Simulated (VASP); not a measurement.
**NaH: single point with PBE**

The system is NaH.

```
CELL_PARAMETERS angstrom
4.09563 0.00000 0.00000
-2.04781 3.54692 0.00000
0.00000 0.00000 4.82832
ATOMIC_POSITIONS crystal
Na 0.33333 0.66667 0.25000
Na 0.66667 0.33333 0.75000
H 0.66667 0.33333 0.25000
H 0.33333 0.66667 0.75000
```

This cell differs from its parent crystal: biaxial xy strain +3.6%.

```yaml
Program: VASP 6.6.1
Task: single point
Functional: PBE
Potentials_or_basis: VASP PAW PBE potentials, release 64 (Na_pv, H)
Cutoff: 520 eV
k_mesh: 12 × 12 × 6
Occupations: fermi-dirac, width 0.02 eV
Spin: no spin polarisation
```

The pressure is -0.9 GPa and the band gap on the k mesh is 3.18 eV (least direct gap 4.05 eV).

Stress tensor (GPa, compression positive):
```
-1.09  0.00  0.00
 0.00 -1.09  0.00
 0.00  0.00 -0.41
```

Levels at points of the mesh, in eV from the valence-band top:
```tsv
k point	band 6	band 7	band 8	band 9	band 10	band 11
(0.00, 0.00, 0.00)	-22.41	-3.24	0.00	4.97	7.47	9.56
(0.50, 0.00, 0.00)	-22.43	-1.57	-0.69	3.72	7.28	7.35
(0.00, 0.00, 0.50)	-22.45	-1.93	-1.93	6.60	6.60	10.46
(0.50, 0.00, 0.50)	-22.42	-0.88	-0.88	3.81	3.81	8.09
```

Wall time 2.1 min on 1 thread of AMD EPYC 7R13, with other jobs on the host, peak memory 0.18 GiB.

Caveat: the cell differs from its parent crystal (biaxial xy strain +3.6%). A k mesh can miss the band edges.
